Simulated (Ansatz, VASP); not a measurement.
# KCl: VASP beside Ansatz

File INCAR:

```
PREC = Accurate ; ENCUT = 520
EDIFF = 1E-6 ; ISMEAR = 0
SIGMA = 0.05 ; LREAL = F
LASPH = T ; NELM = 100
ALGO = Normal ; ISIF = 2
LWAVE = F ; LCHARG = F
GGA = PE ; NBANDS = 15
```

Contents of KPOINTS:

```
regular mesh
0
Gamma
  6 6 6
```

POSCAR

```
KCl
1.0
    0.0000000000      3.1561000000      3.1561000000
    3.1561000000      0.0000000000      3.1561000000
    3.1561000000      3.1561000000      0.0000000000
K Cl
1 1
Direct
    0.0693102246      0.0693102246     -0.0693102246
    0.5000000000      0.5000000000      0.5000000000
```

Input for Ansatz:

```yaml
crystal:
  lattice:
    - [0.0, 3.1561, 3.1561]
    - [3.1561, 0.0, 3.1561]
    - [3.1561, 3.1561, 0.0]
  atoms:
    - { symbol: K, position: [0.0693102246, 0.0693102246, -0.0693102246] }
    - { symbol: Cl, position: [0.5, 0.5, 0.5] }
basis:
  ecutwfc: 420
kpoints:
  mp_grid: { grid: [6, 6, 6] }
hamiltonian:
  xc: pbe
scf:
  occupations: { method: gaussian, width: 0.05 }
output:
  forces: true
  stress: true
  eigenvalues: true
```

Change from the starting cell: all K atoms moved +0.438 Å, as atom 1 along Cartesian [0 0 1].

Alike in both runs: task single point; functional PBE; k mesh 6 × 6 × 6; occupations gaussian, width 0.05 eV; no spin polarisation.

|  | VASP | Ansatz |
| --- | --- | --- |
| version | VASP 6.6.1 | Ansatz 0.2.0 |
| potentials or method | VASP PAW PBE potentials, release 64 (K_sv, Cl), cutoff 520 eV | scalar-relativistic, plane waves, PAW |
| valence electrons in the cell | 16 | 16 |

Ansatz gave:

| Item | Value |
| --- | --- |
| gap on the k mesh at the Fermi level (eV) | 5.18 |
| least direct gap on the mesh (eV) | 5.18 |
| pressure (GPa) | 2.1 |
| traceless stress, the component that is largest in VASP (GPa) | 3.58 |
| rms of the force components (eV/Å) | 0.548 |

Q: Which values does VASP return?

A: gap on the k mesh at the Fermi level (eV): 5.18; least direct gap on the mesh (eV): 5.18; pressure (GPa): 2.1; traceless stress, the component that is largest in VASP (GPa): 3.65; rms of the force components (eV/Å): 0.558.

Atom by atom the forces differ by 0.010 eV/Å (rms over components).
